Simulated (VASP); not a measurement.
# CdSe (hb.eA) (Cmc2_1) in VASP: single point with PBEsol

Aim: the single point of CdSe (hb.eA) with PBEsol.

Everything below comes from runs of VASP 6.6.1. Logs are shortened: lines on timing, memory, paths and dates and some standing lists are left out, and cuts for length are marked.

### 1 The cell of the first run

It takes space group Cmc2_1 (No. 36, orthorhombic). The conventional cell has a = 4.161 Å, b = 7.656 Å, c = 6.787 Å, α = 90.00°, β = 90.00°, γ = 90.00°. Cd (site symmetry m) has 4 Se at 2.56 to 2.69 Å within 3.4 Å. Within 3.4 Å of Se (site symmetry m) lie 4 Cd at 2.56 to 2.69 Å.

### 2 Single point, PBEsol

INCAR

```
SYSTEM = CdSe
PREC = Accurate ; ENCUT = 500
EDIFF = 1E-6 ; ISMEAR = 0
SIGMA = 0.02 ; LREAL = .FALSE.
LASPH = .TRUE. ; NELM = 120
ALGO = Normal ; ISIF = 2
LWAVE = .FALSE. ; LCHARG = .FALSE.
GGA = PS ; NBANDS = 46
GGA_COMPAT = .FALSE.
```

KPOINTS

```
regular mesh
0
G
  8 6 6
  0 0 0
```

POSCAR

```
CdSe
1.0
    4.1608655538      0.0000000000      0.0000000000
    0.0000000000      6.7867482235      0.0000000000
    0.0000000000      0.0000000000      7.6556575446
Cd Se
4 4
Direct
    0.5000000000      0.0000000000      0.0000000000
    1.0000000000      0.5000000000      0.1666680000
    1.0000000000      0.0000000000      0.5000041000
    0.5000000000      0.5000000000      0.6666587000
    0.5000000000      0.6230000000      0.0000000000
    1.0000000000      0.1230000000      0.1666680000
    1.0000000000      0.6230000000      0.5000041000
    0.5000000000      0.1230000000      0.6666587000
```

Potentials or basis: VASP PAW PBE potentials, release 64 (Cd, Se).

Command:

```
> cat potpaw_PBE.64/Cd/POTCAR potpaw_PBE.64/Se/POTCAR > POTCAR
> mpirun -np 1 vasp_std > vasp.out
```

OUTCAR:

```text
SYSTEM = CdSe
   PREC = Accurate
   ENCUT = 500
   EDIFF = 1E-6
   ISMEAR = 0
   LREAL = .FALSE.
   LASPH = .TRUE.
   NELM = 120
   ISIF = 2
   GGA = PS

 ion  position               nearest neighbor table
   1  0.500  0.000  0.000-   5 2.56   6 2.58   6 2.58   8 2.69
   2  0.000  0.500  0.167-   6 2.56   5 2.58   5 2.58   7 2.68
   3  0.000  0.000  0.500-   7 2.56   8 2.58   8 2.58   6 2.68
   4  0.500  0.500  0.667-   8 2.56   7 2.58   7 2.58   5 2.69
   5  0.500  0.623  0.000-   1 2.56   2 2.58   2 2.58   4 2.69
   6  0.000  0.123  0.167-   2 2.56   1 2.58   1 2.58   3 2.68
   7  0.000  0.623  0.500-   3 2.56   4 2.58   4 2.58   2 2.68
   8  0.500  0.123  0.667-   4 2.56   3 2.58   3 2.58   1 2.69

  LATTYP: Found a simple orthorhombic cell.
 ALAT       =     4.1608655538
 B/A-ratio  =     1.6310904872
 C/A-ratio  =     1.8399194700

  Lattice vectors:

 A1 = (   4.1608655538,   0.0000000000,   0.0000000000)
 A2 = (   0.0000000000,   6.7867482235,   0.0000000000)
 A3 = (   0.0000000000,   0.0000000000,   7.6556575446)

Analysis of symmetry for initial positions (statically):
=====================================================================
 Subroutine PRICEL returns:
 Original cell was already a primitive cell.

 Routine SETGRP: Setting up the symmetry group for a
 simple orthorhombic supercell.

 Subroutine GETGRP returns: Found  4 space group operations
 (whereof  2 operations were pure point group operations)
 out of a pool of  8 trial point group operations.

The static configuration has the point symmetry C_1h.
 The point group associated with its full space group is C_2v.

Analysis of symmetry for dynamics (positions and initial velocities):
=====================================================================
 Subroutine PRICEL returns:
 Original cell was already a primitive cell.

 Routine SETGRP: Setting up the symmetry group for a
 simple orthorhombic supercell.

 Subroutine GETGRP returns: Found  4 space group operations
 (whereof  2 operations were pure point group operations)
 out of a pool of  8 trial point group operations.

The dynamic configuration has the point symmetry C_1h.
 The point group associated with its full space group is C_2v.

 Subroutine INISYM returns: Found  4 space group operations
 (whereof  2 operations are pure point group operations),
 and found     1 'primitive' translations

----------------------------------------------------------------------------------------

                                     Primitive cell

  volume of cell :     216.1862

  direct lattice vectors                    reciprocal lattice vectors
     4.160865554  0.000000000  0.000000000     0.240334610  0.000000000  0.000000000
     0.000000000  6.786748224  0.000000000     0.000000000  0.147345970  0.000000000
     0.000000000  0.000000000  7.655657545     0.000000000  0.000000000  0.130622353

  length of vectors
     4.160865554  6.786748224  7.655657545     0.240334610  0.147345970  0.130622353

  position of ions in fractional coordinates (direct lattice)
     0.500000000  0.000000000  0.000000000
     0.000000000  0.500000000  0.166668000
     0.000000000  0.000000000  0.500004100
     0.500000000  0.500000000  0.666658700
     0.500000000  0.623000000  0.000000000
     0.000000000  0.123000000  0.166668000
     0.000000000  0.623000000  0.500004100
     0.500000000  0.123000000  0.666658700

  ion indices of the primitive-cell ions
   primitive index   ion index
                 1           1
                 2           2
                 3           3
                 4           4
                 5           5
                 6           6
                 7           7
                 8           8

----------------------------------------------------------------------------------------

 KPOINTS: regular mesh

Automatic generation of k-mesh.
 Grid dimensions read from file:
 generate k-points for:    8    6    6

 Generating k-lattice:

  Cartesian coordinates                     Fractional coordinates (reciprocal lattice)
     0.030041826  0.000000000  0.000000000     0.125000000  0.000000000  0.000000000
     0.000000000  0.024557662  0.000000000     0.000000000  0.166666667  0.000000000
     0.000000000  0.000000000  0.021770392     0.000000000  0.000000000  0.166666667

  Length of vectors
     0.030041826  0.024557662  0.021770392

  Shift w.r.t. Gamma in fractional coordinates (k-lattice)
     0.000000000  0.000000000  0.000000000

 Subroutine IBZKPT returns following result:
 ===========================================

 Found     80 irreducible k-points:

 Following reciprocal coordinates:
            Coordinates               Weight
  0.000000  0.000000  0.000000      1.000000
  0.125000  0.000000  0.000000      2.000000
  0.250000  0.000000  0.000000      2.000000
  0.375000  0.000000  0.000000      2.000000
  0.500000  0.000000  0.000000      1.000000
  0.000000  0.166667  0.000000      2.000000
[... 16 lines left out ...]
  0.250000  0.000000  0.166667      4.000000
  0.375000  0.000000  0.166667      4.000000
 [... further k-points ...]
   k-points           NKPTS =     80   k-points in BZ     NKDIM =     80   number of bands    NBANDS=     46
   number of dos      NEDOS =    301   number of ions     NIONS =      8
   total plane-waves  NPLWV =  84000
   dimension x,y,z NGX =    30 NGY =   50 NGZ =   56
   dimension x,y,z NGXF=    60 NGYF=  100 NGZF=  112
   ions per type =               4   4
   NGX,Y,Z   is equivalent  to a cutoff of  11.99, 12.25, 12.16 a.u.
   NGXF,Y,Z  is equivalent  to a cutoff of  23.97, 24.50, 24.32 a.u.
 SYSTEM =  CdSe
   PREC   = accura    normal or accurate (medium, high low for compatibility)
   ISTART =      0    job   : 0-new  1-cont  2-samecut
   ICHARG =      2    charge: 1-file 2-atom 10-const
   ISPIN  =      1    spin polarized calculation?
   LNONCOLLINEAR =      F non collinear calculations
   LSORBIT =      F    spin-orbit coupling
   LASPH  =      T    aspherical Exc in radial PAW
   ENCUT  =  500.0 eV  36.75 Ry    6.06 a.u.   7.59 12.37 13.96*2*pi/ulx,y,z
   NELM   =    120;   NELMIN=  2; NELMDL= -5     # of ELM steps
   EDIFF  = 0.1E-05   stopping-criterion for ELM
   LREAL  =      F    real-space projection
   EDIFFG = 0.1E-04   stopping-criterion for IOM
   NSW    =      0    number of steps for IOM
   IBRION =     -1    ionic relax: 0-MD 1-quasi-New 2-CG
   NFREE  =      0    steps in history (QN), initial steepest desc. (CG)
   ISIF   =      2    stress and relaxation
   ISYM   =      2    0-nonsym 1-usesym 2-fastsym
   POTIM  = 0.5000    time-step for ionic-motion
   TEBEG  =    0.0;   TEEND  =   0.0 temperature during run
   PSTRESS=    0.0 pullay stress
   NELECT =      72.0000    total number of electrons
   NUPDOWN=      -1.0000    fix difference up-down
   EMIN   =  10.00;   EMAX   =-10.00  energy-range for DOS
   EFERMI =   0.00;   METHOD = LEGACY
   ISMEAR =     0;   SIGMA  =   0.02  broadening in eV -4-tet -1-fermi 0-gaus
   EFERMI_NEDOS =   21; number of points for ismear=-14 and -15
   IALGO  =     38    algorithm
   IMIX   =      4    mixing-type and parameters
     AMIX     =   0.40;   BMIX     =  1.00
     AMIX_MAG =   1.60;   BMIX_MAG =  1.00
  volume/ion in A,a.u.               =      27.02       182.36
  Fermi-wavevector in a.u.,A,eV,Ry     =   1.134775  2.144413 17.520411  1.287714
  Thomas-Fermi vector in A             =   2.271479
   LORBIT       =      0    0 simple, 1 ext, 2 COOP (PROOUT), +10 PAW based schemes
   GGA     = PS    functional components
   LHFCALC =     F    Hartree Fock is set to
   AEXX    =    0.0000 exact exchange contribution
   IVDW    =     0    specifies the selected vdW correction
   LEPSILON=     F    determine dielectric tensor
   LRPA    =     F    only Hartree local field effects (RPA)
 non-spin polarized calculation
 Gauss-broadening in eV      SIGMA  =   0.02
  energy-cutoff  :      500.00
  volume of cell :      216.19
 maximum number of plane-waves:      5524
   NGX = 15   NGY = 25   NGZ = 27

 number of electron      71.9999993 magnetization

 Free energy of the ion-electron system (eV)
  ---------------------------------------------------
  ext. energy  EPLUGINS =         0.00000000
  ---------------------------------------------------
  free energy    TOTEN  =       -24.49133002 eV

  energy without entropy =      -24.49133002  energy(sigma->0) =      -24.49133002

 E-fermi :   1.3005     XC(G=0):  -9.2740

 val. band max:        1.2204032626   @ k =   0.0000   0.0000   0.0000
 cond. band min:       1.7634134192   @ k =   0.0000   0.0000   0.0000
 fundamental gap:      0.5430101565
 Fermi energy:         1.3005350173

 k-point     1 :       0.0000    0.0000    0.0000
  band No.  band energies     occupation
      1     -11.7305      2.00000
      2     -11.3635      2.00000
      3     -11.2798      2.00000
      4     -11.1872      2.00000
      5      -6.9381      2.00000
      6      -6.9109      2.00000
[... 38 lines left out ...]
     45       7.4640      0.00000
     46       7.8114      0.00000

 k-point     2 :       0.1250    0.0000    0.0000
  band No.  band energies     occupation
      1     -11.6876      2.00000
      2     -11.3391      2.00000
      3     -11.2617      2.00000
      4     -11.1860      2.00000
      5      -6.9197      2.00000
      6      -6.8871      2.00000
[... 38 lines left out ...]
     45       7.5907      0.00000
     46       7.6914      0.00000

 k-point     3 :       0.2500    0.0000    0.0000
  band No.  band energies     occupation
      1     -11.5743      2.00000
      2     -11.2785      2.00000
      3     -11.2191      2.00000
      4     -11.1912      2.00000
      5      -6.8737      2.00000
      6      -6.8534      2.00000
[... 1018 lines left out ...]
     45       7.3436      0.00000
     46       8.0227      0.00000

 k-point    24 :       0.3750    0.0000    0.1667
  band No.  band energies     occupation
      1     -11.4204      2.00000
      2     -11.2566      2.00000
      3     -11.1917      2.00000
      4     -11.1790      2.00000
      5      -6.8385      2.00000
      6      -6.8259      2.00000
[... 38 lines left out ...]
     45       7.5145      0.00000
     46       7.7891      0.00000

 [... further k-points ...]
[... 5 lines left out ...]
  --------------------------------------------------------------------------------------
  -------------------------------------------------------------------------------------
  Total        5.6013168      6.5888099     -0.3641234      0.0000000      0.0000000      0.0000000
  in kB       41.5119181     48.8303282     -2.6985551      0.0000000      0.0000000      0.0000000
  external PRESSURE =      29.2145637 kB  Pullay stress =       0.0000000 kB

 VOLUME and BASIS-vectors are now :
 -----------------------------------------------------------------------------
  energy-cutoff  :      500.00
  volume of cell :      216.19
      direct lattice vectors                 reciprocal lattice vectors
     4.160865554  0.000000000  0.000000000     0.240334610  0.000000000  0.000000000
     0.000000000  6.786748224  0.000000000     0.000000000  0.147345970  0.000000000
     0.000000000  0.000000000  7.655657545     0.000000000  0.000000000  0.130622353

 POSITION                                       TOTAL-FORCE (eV/Angst)
 -----------------------------------------------------------------------------------
      2.08043      0.00000      0.00000         0.000000      0.223196     -0.334806
      0.00000      3.39337      1.27595         0.000000      0.223196      0.334806
      0.00000      0.00000      3.82786         0.000000      0.223050     -0.335116
      2.08043      3.39337      5.10371         0.000000      0.223050      0.335116
      2.08043      4.22814      0.00000         0.000000     -0.223194     -0.417555
      0.00000      0.83477      1.27595         0.000000     -0.223194      0.417555
      0.00000      4.22814      3.82786         0.000000     -0.223052     -0.417915
      2.08043      0.83477      5.10371         0.000000     -0.223052      0.417915
 -----------------------------------------------------------------------------------
    total drift:                                0.000000      0.000686     -0.029115

  FREE ENERGIE OF THE ION-ELECTRON SYSTEM (eV)
  ---------------------------------------------------
  free  energy   TOTEN  =       -24.4913300244 eV

  energy  without entropy=      -24.4913300244  energy(sigma->0) =      -24.49133002
```

It took 15 min on 1 thread of Intel Xeon 6975P-C, shared host; peak memory 0.67 GiB.

What came out:

| Item | Value |
| --- | --- |
| Free energy | -24.4913 eV |
| Pressure | 2.9 GPa |
| Largest force | 0.474 eV/Å |
| Band gap on the k mesh | 0.54 eV |

Forces in eV/Å, atoms in the order of the input:
```
Cd   0.000  0.223 -0.335
Cd   0.000  0.223  0.335
Cd   0.000  0.223 -0.335
Cd   0.000  0.223  0.335
Se   0.000 -0.223 -0.418
Se   0.000 -0.223  0.418
Se   0.000 -0.223 -0.418
Se   0.000 -0.223  0.418
```

Caveat: the PAW data sets were made with another functional, which shifts forces and pressure a little. As with any semilocal functional, this PBEsol gap is likely too small.
